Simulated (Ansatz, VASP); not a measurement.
## Two plane-wave programs on Ge2P3

```xyz
10
Lattice="3.3045 -3.9186 0.0000 3.3045 3.9186 0.0000 0.0000 0.0000 8.0721" Properties=species:S:1:pos:R:3 pbc="T T T"
Ge    3.3045    0.2190    6.1945
Ge    3.3045   -0.2190    2.1584
Ge    3.3045   -2.8298    0.0562
Ge    3.3045    2.8298    4.0922
P     1.6330   -0.8490    0.4906
P     4.9761    0.8490    4.5267
P     4.9761   -0.8490    0.4906
P     1.6330    0.8490    4.5267
P     3.3045    2.2065    1.7226
P     3.3045   -2.2065    5.7586
```

Alike in both runs: functional PBE; k mesh 4 × 4 × 4; occupations gaussian, width 0.1 eV; no spin polarisation.

Ansatz relaxed the structure, and its values are those at the end. VASP's run is a single point on that final structure, the one shown.

|  | VASP | Ansatz |
| --- | --- | --- |
| version | VASP 6.6.1 | Ansatz 0.2.0 |
| potentials or method | VASP PAW PBE potentials, release 64 (Ge_d, P), cutoff 520 eV | scalar-relativistic, plane waves, PAW |
| valence electrons in the cell | 86 | 86 |

```tsv
	VASP	Ansatz	Ansatz less VASP
gap on the k mesh at the Fermi level (eV)	none	none	-
pressure (GPa)	-0.2	0.0	+0.11
rms of the force components (eV/Å)	0.020	0.006	-0.0140
```

A gap of «none» marks a metal or a gap that the smearing closes. The functional is the same, so the differences come from potentials, cutoffs and numerics.
